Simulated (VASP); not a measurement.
# ReCl (P4/nmm) in VASP: a series of runs

The runs below take ReCl through single point, relaxation of cell and atoms, with PBE.

Program: VASP 6.6.1. These are calculated values, not measurements. Logs are shortened: lines on timing, memory, paths and dates and some standing lists are left out, and cuts for length are marked.

## 1. The cell of the first run

It takes space group P4/nmm (No. 129, tetragonal). The conventional cell has a = 3.802 Å, b = 3.802 Å, c = 4.443 Å, α = 90.00°, β = 90.00°, γ = 90.00°. Within 3.4 Å of Re (site symmetry 4mm) lie 8 Cl at 2.54 to 3.35 Å and 4 Re at 2.90 Å. Cl (site symmetry -4m2) has 8 Re at 2.54 to 3.35 Å and 4 Cl at 2.69 Å within 3.4 Å.

## 2. Single point, PBE

Contents of INCAR:

```
  ALGO = Normal
  EDIFF = 1E-6
  ENCUT = 520
  GGA = PE
  ISIF = 2
  ISMEAR = 0
  LASPH = True
  LCHARG = True
  LELF = True
  LREAL = False
  LVHAR = True
  LWAVE = False
  NBANDS = 22
  NELM = 80
  PREC = Accurate
  SIGMA = 0.1
```

Contents of KPOINTS:

```
k-points
0
Gamma
  4 4 4
```

Contents of POSCAR:

```
ReCl
1.0
    3.8021936401      0.0000000000      0.0000000000
    0.0000000000      3.8021936401      0.0000000000
    0.0000000000      0.0000000000      4.4434340708
Re Cl
2 2
Direct
    0.0000000000      0.5000000000      0.3780242817
    0.5000000000      0.0000000000      0.6219757183
    0.0000000000      0.0000000000      0.0000000000
    0.5000000000      0.5000000000      0.0000000000
```

Potentials or basis: VASP PAW PBE potentials, release 64 (Re, Cl).

Started as:

```bash
cat potpaw_PBE.64/Re/POTCAR potpaw_PBE.64/Cl/POTCAR > POTCAR
mpirun -np 1 vasp_std > vasp.out
```

OUTCAR:

```text
EDIFF = 1E-6
   ENCUT = 520
   GGA = PE
   ISIF = 2
   ISMEAR = 0
   LASPH = True
   LREAL = False
   NELM = 80
   PREC = Accurate

 ion  position               nearest neighbor table
   1  0.000  0.500  0.378-   3 2.54   4 2.54   3 2.54   4 2.54   2 2.90   2 2.90   2 2.90   2 2.90

   2  0.500  0.000  0.622-   3 2.54   4 2.54   4 2.54   3 2.54   1 2.90   1 2.90   1 2.90   1 2.90

   3  0.000  0.000  0.000-   1 2.54   2 2.54   1 2.54   2 2.54
   4  0.500  0.500  0.000-   1 2.54   2 2.54   2 2.54   1 2.54

  LATTYP: Found a simple tetragonal cell.
 ALAT       =     3.8021936401
 C/A-ratio  =     1.1686501245

  Lattice vectors:

 A1 = (   3.8021936401,   0.0000000000,   0.0000000000)
 A2 = (   0.0000000000,   3.8021936401,   0.0000000000)
 A3 = (   0.0000000000,   0.0000000000,   4.4434340708)

Analysis of symmetry for initial positions (statically):
=====================================================================
 Subroutine PRICEL returns:
 Original cell was already a primitive cell.

 Routine SETGRP: Setting up the symmetry group for a
 simple tetragonal supercell.

 Subroutine GETGRP returns: Found 16 space group operations
 (whereof  8 operations were pure point group operations)
 out of a pool of 16 trial point group operations.

The static configuration has the point symmetry D_2d.
 The point group associated with its full space group is D_4h.

Analysis of symmetry for dynamics (positions and initial velocities):
=====================================================================
 Subroutine PRICEL returns:
 Original cell was already a primitive cell.

 Routine SETGRP: Setting up the symmetry group for a
 simple tetragonal supercell.

 Subroutine GETGRP returns: Found 16 space group operations
 (whereof  8 operations were pure point group operations)
 out of a pool of 16 trial point group operations.

The dynamic configuration has the point symmetry D_2d.
 The point group associated with its full space group is D_4h.

 Subroutine INISYM returns: Found 16 space group operations
 (whereof  8 operations are pure point group operations),
 and found     1 'primitive' translations

----------------------------------------------------------------------------------------

                                     Primitive cell

  volume of cell :      64.2373

  direct lattice vectors                    reciprocal lattice vectors
     3.802193640  0.000000000  0.000000000     0.263006068  0.000000000  0.000000000
     0.000000000  3.802193640  0.000000000     0.000000000  0.263006068  0.000000000
     0.000000000  0.000000000  4.443434071     0.000000000  0.000000000  0.225051162

  length of vectors
     3.802193640  3.802193640  4.443434071     0.263006068  0.263006068  0.225051162

  position of ions in fractional coordinates (direct lattice)
     0.000000000  0.500000000  0.378024282
     0.500000000  0.000000000  0.621975718
     0.000000000  0.000000000  0.000000000
     0.500000000  0.500000000  0.000000000

  ion indices of the primitive-cell ions
   primitive index   ion index
                 1           1
                 2           2
                 3           3
                 4           4

----------------------------------------------------------------------------------------

 KPOINTS: k-points

Automatic generation of k-mesh.
 Grid dimensions read from file:
 generate k-points for:    4    4    4

 Generating k-lattice:

  Cartesian coordinates                     Fractional coordinates (reciprocal lattice)
     0.065751517  0.000000000  0.000000000     0.250000000  0.000000000  0.000000000
     0.000000000  0.065751517  0.000000000     0.000000000  0.250000000  0.000000000
     0.000000000  0.000000000  0.056262790     0.000000000  0.000000000  0.250000000

  Length of vectors
     0.065751517  0.065751517  0.056262790

  Shift w.r.t. Gamma in fractional coordinates (k-lattice)
     0.000000000  0.000000000  0.000000000

 Subroutine IBZKPT returns following result:
 ===========================================

 Found     18 irreducible k-points:

 Following reciprocal coordinates:
            Coordinates               Weight
  0.000000  0.000000  0.000000      1.000000
  0.250000  0.000000  0.000000      4.000000
  0.500000  0.000000  0.000000      2.000000
  0.250000  0.250000  0.000000      4.000000
  0.500000  0.250000  0.000000      4.000000
  0.500000  0.500000  0.000000      1.000000
[... 10 lines left out ...]
  0.500000  0.250000  0.500000      4.000000
  0.500000  0.500000  0.500000      1.000000
   k-points           NKPTS =     18   k-points in BZ     NKDIM =     18   number of bands    NBANDS=     22
   number of dos      NEDOS =    301   number of ions     NIONS =      4
   total plane-waves  NPLWV =  28224
   dimension x,y,z NGX =    28 NGY =   28 NGZ =   36
   dimension x,y,z NGXF=    56 NGYF=   56 NGZF=   72
   ions per type =               2   2
   NGX,Y,Z   is equivalent  to a cutoff of  12.24, 12.24, 13.47 a.u.
   NGXF,Y,Z  is equivalent  to a cutoff of  24.49, 24.49, 26.94 a.u.
 SYSTEM =  unknown system
   PREC   = accura    normal or accurate (medium, high low for compatibility)
   ISTART =      0    job   : 0-new  1-cont  2-samecut
   ICHARG =      2    charge: 1-file 2-atom 10-const
   ISPIN  =      1    spin polarized calculation?
   LNONCOLLINEAR =      F non collinear calculations
   LSORBIT =      F    spin-orbit coupling
   LASPH  =      T    aspherical Exc in radial PAW
   ENCUT  =  520.0 eV  38.22 Ry    6.18 a.u.   7.07  7.07  8.26*2*pi/ulx,y,z
   NELM   =     80;   NELMIN=  2; NELMDL= -5     # of ELM steps
   EDIFF  = 0.1E-05   stopping-criterion for ELM
   LREAL  =      F    real-space projection
   EDIFFG = 0.1E-04   stopping-criterion for IOM
   NSW    =      0    number of steps for IOM
   IBRION =     -1    ionic relax: 0-MD 1-quasi-New 2-CG
   NFREE  =      0    steps in history (QN), initial steepest desc. (CG)
   ISIF   =      2    stress and relaxation
   ISYM   =      2    0-nonsym 1-usesym 2-fastsym
   POTIM  = 0.5000    time-step for ionic-motion
   TEBEG  =    0.0;   TEEND  =   0.0 temperature during run
   PSTRESS=    0.0 pullay stress
   NELECT =      28.0000    total number of electrons
   NUPDOWN=      -1.0000    fix difference up-down
   EMIN   =  10.00;   EMAX   =-10.00  energy-range for DOS
   EFERMI =   0.00;   METHOD = LEGACY
   ISMEAR =     0;   SIGMA  =   0.10  broadening in eV -4-tet -1-fermi 0-gaus
   EFERMI_NEDOS =   21; number of points for ismear=-14 and -15
   IALGO  =     38    algorithm
   IMIX   =      4    mixing-type and parameters
     AMIX     =   0.40;   BMIX     =  1.00
     AMIX_MAG =   1.60;   BMIX_MAG =  1.00
  volume/ion in A,a.u.               =      16.06       108.37
  Fermi-wavevector in a.u.,A,eV,Ry     =   1.241267  2.345654 20.963082  1.540743
  Thomas-Fermi vector in A             =   2.375672
   LORBIT       =      0    0 simple, 1 ext, 2 COOP (PROOUT), +10 PAW based schemes
   GGA     = PE    functional components
   LHFCALC =     F    Hartree Fock is set to
   AEXX    =    0.0000 exact exchange contribution
   IVDW    =     0    specifies the selected vdW correction
   LEPSILON=     F    determine dielectric tensor
   LRPA    =     F    only Hartree local field effects (RPA)
 non-spin polarized calculation
 Gauss-broadening in eV      SIGMA  =   0.10
  energy-cutoff  :      520.00
  volume of cell :       64.24
 maximum number of plane-waves:      1750
   NGX = 15   NGY = 15   NGZ = 17

 number of electron      28.0000005 magnetization

 Free energy of the ion-electron system (eV)
  ---------------------------------------------------
  ext. energy  EPLUGINS =         0.00000000
  ---------------------------------------------------
  free energy    TOTEN  =       -22.97218546 eV

  energy without entropy =      -22.95580941  energy(sigma->0) =      -22.96399743

 E-fermi :   7.8392     XC(G=0): -12.1046

 val. band max:        7.7915014494   @ k =   0.5000   0.5000   0.5000
 cond. band min:       7.8426151039   @ k =   0.0000   0.0000   0.0000
 fundamental gap:      0.0511136544
 Fermi energy:         7.8392123259

 k-point     1 :       0.0000    0.0000    0.0000
  band No.  band energies     occupation
      1     -11.8284      2.00000
      2      -8.5083      2.00000
      3      -0.4124      2.00000
      4      -0.4124      2.00000
      5      -0.1393      2.00000
      6       2.0417      2.00000
[... 14 lines left out ...]
     21      15.4890      0.00000
     22      16.9674      0.00000

 k-point     2 :       0.2500    0.0000    0.0000
  band No.  band energies     occupation
      1     -11.4184      2.00000
      2      -9.0922      2.00000
      3      -0.2953      2.00000
      4       0.0471      2.00000
      5       0.2318      2.00000
      6       1.3457      2.00000
[... 14 lines left out ...]
     21      14.4721      0.00000
     22      16.4168      0.00000

 k-point     3 :       0.5000    0.0000    0.0000
  band No.  band energies     occupation
      1     -10.3405      2.00000
      2     -10.3405      2.00000
      3       0.4103      2.00000
      4       0.4103      2.00000
      5       1.1959      2.00000
      6       1.1959      2.00000
[... 14 lines left out ...]
     21      15.3020      0.00000
     22      15.3020      0.00000

 k-point     4 :       0.2500    0.2500    0.0000
  band No.  band energies     occupation
      1     -11.0627      2.00000
      2      -9.3726      2.00000
      3      -1.4195      2.00000
      4       0.1796      2.00000
      5       0.5143      2.00000
      6       1.1711      2.00000
[... 14 lines left out ...]
     21      14.1559      0.00000
     22      14.5299      0.00000

 k-point     5 :       0.5000    0.2500    0.0000
  band No.  band energies     occupation
      1     -10.1909      2.00000
      2     -10.1909      2.00000
      3      -1.2079      2.00000
      4      -1.2079      2.00000
      5       0.5578      2.00000
      6       0.5578      2.00000
[... 14 lines left out ...]
     21      13.3223      0.00000
     22      13.3223      0.00000

 k-point     6 :       0.5000    0.5000    0.0000
  band No.  band energies     occupation
      1     -10.0275      2.00000
      2     -10.0275      2.00000
      3      -2.2194      2.00000
      4      -2.2194      2.00000
      5       0.6330      2.00000
      6       0.6330      2.00000
[... 14 lines left out ...]
     21      11.9737      0.00000
     22      11.9737      0.00000

 k-point     7 :       0.0000    0.0000    0.2500
  band No.  band energies     occupation
      1     -11.7356      2.00000
      2      -8.4690      2.00000
      3      -1.2419      2.00000
      4      -0.5673      2.00000
      5      -0.5673      2.00000
      6       1.1754      2.00000
[... 174 lines left out ...]
      6       0.7102      2.00000
[... 14 lines left out ...]
     21      12.5492      0.00000
     22      13.9076      0.00000

 k-point    15 :       0.5000    0.0000    0.5000
  band No.  band energies     occupation
      1     -10.2967      2.00000
      2     -10.2967      2.00000
      3       0.0854      2.00000
      4       0.0854      2.00000
      5       0.9231      2.00000
      6       0.9231      2.00000
[... 14 lines left out ...]
     21      15.2929      0.00000
     22      15.2929      0.00000

 k-point    16 :       0.2500    0.2500    0.5000
  band No.  band energies     occupation
      1     -10.9720      2.00000
      2      -9.3830      2.00000
      3      -1.2952      2.00000
      4      -0.7026      2.00000
      5       0.8169      2.00000
      6       0.9029      2.00000
[... 14 lines left out ...]
     21      13.7851      0.00000
     22      13.9905      0.00000

 k-point    17 :       0.5000    0.2500    0.5000
  band No.  band energies     occupation
      1     -10.1915      2.00000
      2     -10.1915      2.00000
      3      -0.8405      2.00000
      4      -0.8405      2.00000
      5       0.5137      2.00000
      6       0.5137      2.00000
[... 14 lines left out ...]
     21      15.0190      0.00000
     22      15.0190      0.00000

 k-point    18 :       0.5000    0.5000    0.5000
  band No.  band energies     occupation
      1     -10.0805      2.00000
      2     -10.0805      2.00000
      3      -1.6580      2.00000
      4      -1.6580      2.00000
      5       1.0741      2.00000
      6       1.0741      2.00000
[... 14 lines left out ...]
     21      15.4664      0.00000
     22      15.4693      0.00000

------------------------ aborting loop because EDIFF is reached ----------------------------------------

  FORCE on cell =-STRESS in cart. coord.  units (eV):
  Direction    XX          YY          ZZ          XY          YZ          ZX
  --------------------------------------------------------------------------------------
  -------------------------------------------------------------------------------------
  Total        0.0027747      0.0027747      0.0020046      0.0000000      0.0000000      0.0000000
  in kB        0.0692061      0.0692061      0.0499972      0.0000000      0.0000000      0.0000000
  external PRESSURE =       0.0628032 kB  Pullay stress =       0.0000000 kB

 VOLUME and BASIS-vectors are now :
 -----------------------------------------------------------------------------
  energy-cutoff  :      520.00
  volume of cell :       64.24
      direct lattice vectors                 reciprocal lattice vectors
     3.802193640  0.000000000  0.000000000     0.263006068  0.000000000  0.000000000
     0.000000000  3.802193640  0.000000000     0.000000000  0.263006068  0.000000000
     0.000000000  0.000000000  4.443434071     0.000000000  0.000000000  0.225051162

 POSITION                                       TOTAL-FORCE (eV/Angst)
 -----------------------------------------------------------------------------------
      0.00000      1.90110      1.67973         0.000000      0.000000      0.088265
      1.90110      0.00000      2.76371        -0.000000      0.000000     -0.088265
      0.00000      0.00000      0.00000         0.000000     -0.000000     -0.000000
      1.90110      1.90110      0.00000         0.000000      0.000000     -0.000000
 -----------------------------------------------------------------------------------
    total drift:                                0.000000      0.000000     -0.000000

  FREE ENERGIE OF THE ION-ELECTRON SYSTEM (eV)
  ---------------------------------------------------
  free  energy   TOTEN  =       -22.9721854551 eV

  energy  without entropy=      -22.9558094073  energy(sigma->0) =      -22.96399743
```

It took 13 s on 1 thread of Intel Xeon 6975P-C (Granite Rapids), shared host; peak memory 0.17 GiB.

Results:

| Item | Value |
| --- | --- |
| Free energy | -22.9722 eV |
| Pressure | 0.0 GPa |
| Largest force | 0.088 eV/Å |
| Band gap on the k mesh | zero (bands 14 and 15 overlap by 0.95 eV) |

Forces in eV/Å, atoms in the order of the input:
```
Re   0.000  0.000  0.088
Re   0.000  0.000 -0.088
Cl   0.000  0.000  0.000
Cl   0.000  0.000  0.000
```

Caveat: the k points lie up to 0.41 Å⁻¹ apart, too coarse for converged energies and pressures of a metal; spin-orbit coupling is left out, which moves the levels of the heavy elements.

## 3. Relaxation of cell and atoms, PBE

This run uses another cell than the first one, of 20.97 Å³/atom.

Contents of INCAR:

```
PREC = Accurate
ENCUT = 600
EDIFF = 1E-6
ISMEAR = 0
SIGMA = 0.1
LREAL = False
LASPH = True
NELM = 100
ALGO = Normal
ISIF = 3
LWAVE = False
LCHARG = False
GGA = PE
IBRION = 2
NSW = 90
EDIFFG = -0.04
```

Contents of KPOINTS:

```
Automatic mesh
0
Gamma
  4 4 4
```

Contents of POSCAR:

```
ReCl
1.0
    4.0490516786      0.0000000000      0.0000000000
    0.0000000000      4.0490516786      0.0000000000
    0.0000000000      0.0000000000      5.1163288874
Re Cl
2 2
Direct
    0.0000000000      0.5000000000      0.2351000000
    0.5000000000      0.0000000000      0.7649000000
    0.0000000000      0.0000000000      0.0000000000
    0.5000000000      0.5000000000      0.0000000000
```

Potentials or basis: VASP PAW PBE potentials, release 64 (Re, Cl).

Started as:

```bash
cat potpaw_PBE.64/Re/POTCAR potpaw_PBE.64/Cl/POTCAR > POTCAR
mpirun -np 1 vasp_std > vasp.out
```

It took 4.8 min on 1 thread of Intel Xeon 6975P-C (Granite Rapids), shared host; peak memory 0.23 GiB.

Results (log left out):

| Property | Result |
| --- | --- |
| Free energy | -22.9763 eV |
| Relaxed volume | 16.07 Å³/atom |
| Relaxed cell | a = 3.801 Å, b = 3.801 Å, c = 4.451 Å, α = 90.00°, β = 90.00°, γ = 90.00° |
| Space group after relaxing (to 0.1 Å) | P4/nmm (No. 129) |
| Energy gained by relaxing | 733.6 meV/atom |
| Ionic steps | 24 |
| Pressure after relaxing | 0.0 GPa |
| Largest force after relaxing | 0.008 eV/Å |
| Band gap on the k mesh | zero (bands 14 and 15 overlap by 0.95 eV) |

Forces on the atoms (eV/Å):
```
Re   0.000  0.000 -0.008
Re   0.000  0.000  0.008
Cl   0.000  0.000  0.000
Cl   0.000  0.000  0.000
```

Stress tensor (GPa, compression positive):
```
 0.03  0.00  0.00
 0.00  0.03  0.00
 0.00  0.00 -0.06
```

Step by step:
```
step  energy change (eV)  largest force (eV/Å)  pressure (GPa)  volume (Å³)
   1              0.0000                1.4124           -3.69        83.88
   2             -0.4616                1.9260           -1.69        78.07
   3             -1.0206                3.7682           20.19        61.38
   4             -1.1004                3.5967           20.03        61.00
   5             -1.2691                2.6958           19.62        59.83
   6             -1.4283                2.4935           21.56        57.43
   7             -1.1262                0.3095           31.25        52.35
   8             -1.3577                2.0160           24.29        55.76
   9             -1.5960                1.5649           16.70        57.38
  10             -1.8925                0.6109            1.16        61.86
  11             -1.9015                0.4678           -1.17        62.74
  12             -1.9439                0.4515           -1.28        62.81
  13             -2.0864                0.5151           -1.57        62.99
  14             -2.3984                0.3079           -2.08        63.23
  15             -2.8234                0.5157           -0.56        63.28
  16             -2.0476                3.0979           15.00        61.77
  17             -2.8456                1.0712            1.25        63.12
  18             -2.9170                0.5173           -0.06        64.40
  19             -2.9193                0.3952           -0.24        64.60
  20             -2.9195                0.3544           -0.30        64.67
  21             -2.9316                0.1399            0.32        64.24
  22             -2.9337                0.0144            0.73        64.00
  23             -2.9331                0.0002           -0.99        64.66
  24             -2.9345                0.0077            0.00        64.29
```

Final structure:
```xyz
4
Lattice="3.8007 0.0000 0.0000 0.0000 3.8007 0.0000 0.0000 0.0000 4.4505" Properties=species:S:1:pos:R:3 pbc="T T T"
Re    0.0000    1.9004    1.6890
Re    1.9004    0.0000    2.7616
Cl    0.0000    0.0000    0.0000
Cl    1.9004    1.9004    0.0000
```

Levels at points of the mesh, in eV from the Fermi level:
| k point | band 12 | band 13 | band 14 | band 15 | band 16 | band 17 |
| --- | --- | --- | --- | --- | --- | --- |
| (0.00, 0.00, 0.00) | -2.68 | -0.75 | -0.75 | -0.53 | -0.53 | 0.02 |
| (0.50, 0.00, 0.00) | -2.51 | -0.67 | -0.67 | 0.75 | 0.75 | 2.00 |
| (0.50, 0.50, 0.00) | -1.89 | -0.19 | -0.19 | 0.99 | 0.99 | 1.90 |
| (0.00, 0.00, 0.50) | 0.24 | 0.41 | 0.41 | 0.97 | 1.02 | 1.33 |
| (0.50, 0.00, 0.50) | -1.49 | -0.36 | -0.36 | 0.11 | 0.11 | 1.27 |
| (0.50, 0.50, 0.50) | -1.93 | -0.52 | -0.52 | -0.09 | -0.09 | 0.62 |

Caveat: the k points lie up to 0.41 Å⁻¹ apart in the final cell, too coarse for converged energies and pressures of a metal; the volume moved by over 15 % at a fixed basis, so the end points are rough; spin-orbit coupling is left out, which moves the levels of the heavy elements.

[end of part 1 of 2]

The gap in the log of VASP goes by the Fermi energy; the results here count the filled bands.